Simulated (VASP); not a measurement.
Write the native input for VASP 6.6.1 that does the following.

| Quantity | Value |
| --- | --- |
| Task | relaxation of cell and atoms |
| Functional | LDA |
| Potentials or basis | VASP PAW LDA potentials, release 64 (C) |
| Cutoff | 600 eV |
| k mesh | 10 × 10 × 10 |
| Occupations | fermi-dirac, width 0.1 eV |
| Spin | no spin polarisation |
| Dipole correction | no |
| Further INCAR settings | ALGO = Normal; EDIFF = 1e-07; IBRION = 2; EDIFFG = -0.02; NSW = 80; ISIF = 3 |

The structure of C lies in POSCAR:

```
C
1.0
    0.0000000000      1.5000000000      1.5000000000
    1.5000000000      0.0000000000      1.5000000000
    1.5000000000      1.5000000000      0.0000000000
C
1
Direct
    0.0000000000      0.0000000000      0.0000000000
```

The input as run:

INCAR

```
PREC = Accurate
ENCUT = 600
EDIFF = 1E-7
ISMEAR = -1
SIGMA = 0.1
LREAL = F
LASPH = T
NELM = 120
ALGO = Normal
ISIF = 3
LWAVE = F
LCHARG = F
GGA = CA
IBRION = 2
NSW = 80
EDIFFG = -0.02
GGA_COMPAT = F
NELMIN = 4
```

KPOINTS

```
Automatic mesh
0
Gamma
  10 10 10
```

Potentials or basis: VASP PAW LDA potentials, release 64 (C).

Launch:

```bash
$ cat potpaw_LDA.64/C/POTCAR > POTCAR
$ mpirun -np 1 vasp_std > vasp.out
```

Results of the run:

```json
{
  "Relaxed volume": "6.87 Å³/atom",
  "Relaxed cell": "a = 2.134 Å, b = 2.134 Å, c = 2.134 Å, α = 60.00°, β = 60.00°, γ = 60.00°",
  "Space group after relaxing (to 0.1 Å)": "Fm-3m (No. 225)",
  "Energy gained by relaxing": "1.4 meV/atom",
  "Ionic steps": "3",
  "Pressure after relaxing": "0.0 GPa",
  "Band gap on the k mesh": "zero (bands 2 and 3 overlap by 11.30 eV)"
}
```

Caveat: the k points lie up to 0.36 Å⁻¹ apart in the final cell, too coarse for converged energies and pressures of a metal.

It took 3.2 s on 1 thread of AMD EPYC 7R13 Processor (Zen 3), with other jobs on the host, peak memory 0.08 GiB.
